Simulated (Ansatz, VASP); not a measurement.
# Bi2Se3: VASP beside Ansatz

```
Bi Se
1.0
     3.73413    2.15590    6.58630
    -3.73413    2.15590    6.58630
     0.00000   -4.31180    6.58630
Bi Se
4 6
Direct
  0.35019 0.35019 0.35019
  0.14981 0.14981 0.14981
  0.64981 0.64981 0.64981
  0.85019 0.85019 0.85019
  0.95382 0.25000 0.54618
  0.54618 0.95382 0.25000
  0.75000 0.45382 0.04618
  0.45382 0.04618 0.75000
  0.04618 0.75000 0.45382
  0.25000 0.54618 0.95382
```

Change from the starting cell: species swapped into the Fe2O3 type (R-3c, No. 167).

Alike in both runs: functional PBE; k mesh 2 × 2 × 2; occupations gaussian, width 0.15 eV; no spin polarisation.

Ansatz relaxed the structure, and its values are those at the end. VASP's run is a single point on that final structure, the one shown.

|  | VASP | Ansatz |
| --- | --- | --- |
| version | VASP 6.6.1 | Ansatz 0.2.0 |
| potentials or method | VASP PAW PBE potentials, release 64 (Bi_d, Se), cutoff 520 eV | scalar-relativistic, plane waves, PAW |
| valence electrons in the cell | 96 | 156 |

Ansatz gave:

| Property | Result |
| --- | --- |
| gap on the k mesh at the Fermi level (eV) | 1.05 |
| least direct gap on the mesh (eV) | 1.24 |
| pressure (GPa) | 0.3 |
| rms of the force components (eV/Å) | 0.018 |

Problem. Estimate VASP's values.

Solution. gap on the k mesh at the Fermi level (eV): 1.05; least direct gap on the mesh (eV): 1.24; pressure (GPa): 0.3; rms of the force components (eV/Å): 0.016.

VASP's potentials hold 96 valence electrons a cell and Ansatz's 156, so a difference there can come from the potentials and not from the codes.

The k mesh is coarse, so the values compare programs but aren't converged. Spin-orbit coupling is off throughout.
